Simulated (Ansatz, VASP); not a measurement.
# Two plane-wave programs on NaF

```
CELL_PARAMETERS angstrom
0.00000 2.35057 2.35057
2.35057 0.00000 2.35057
2.35057 2.35057 0.00000
ATOMIC_POSITIONS crystal
Na 0.00000 0.00000 0.00000
F 0.50000 0.50000 0.50000
```

Alike in both runs: functional PBE; k mesh 16 × 16 × 16; occupations fermi-dirac, width 0.05 eV; no spin polarisation.

Ansatz relaxed the structure, and its values are those at the end. VASP's run is a single point on that final structure, the one shown.

|  | VASP | Ansatz |
| --- | --- | --- |
| version | VASP 6.6.1 | Ansatz 0.2.0 |
| potentials or method | VASP PAW PBE potentials, release 64 (Na_pv, F) | PAW with Ansatz's default frozen-core files, scalar-relativistic |
| plane-wave cutoff (eV) | 520 | 420 |
| valence electrons in the cell | 14 | 16 |

```tsv
	VASP	Ansatz	Ansatz less VASP
pressure (GPa)	-0.2	0.0	+0.16
```

VASP's potentials hold 14 valence electrons a cell and Ansatz's 16, so a difference there can come from the potentials and not from the codes.
